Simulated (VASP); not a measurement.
Here is a VASP 6.6.1 calculation.

File INCAR:

```
ALGO = Normal
EDIFF = 1E-6
ENCUT = 520
GGA = PE
ISIF = 2
ISMEAR = -1
LASPH = True
LCHARG = False
LREAL = False
LWAVE = False
NBANDS = 12
NELM = 100
PREC = Accurate
SIGMA = 0.1
```

Contents of KPOINTS:

```
k-points
0
Gamma
  18 18 16
```

POSCAR

```
Ti
1.0
    2.4286146611      0.0000000000      0.0000000000
   -1.2143073306      2.1032419925      0.0000000000
    0.0000000000      0.0000000000      2.3712706481
Ti
1
Direct
    0.0000000000      0.0000000000      0.0000000000
```

Potentials or basis: VASP PAW PBE potentials, release 64 (Ti_sv).

The run is started by

```console
$ cat potpaw_PBE.64/Ti_sv/POTCAR > POTCAR
$ mpirun -np 1 vasp_std > vasp.out
```

Question: Predict the pressure.

Answer: 67.5 GPa.

Question: What does it give for the band gap on the k mesh?

Answer: Zero (bands 6 and 7 overlap by 1.26 eV).

Caveat: the cell stands under pressure.
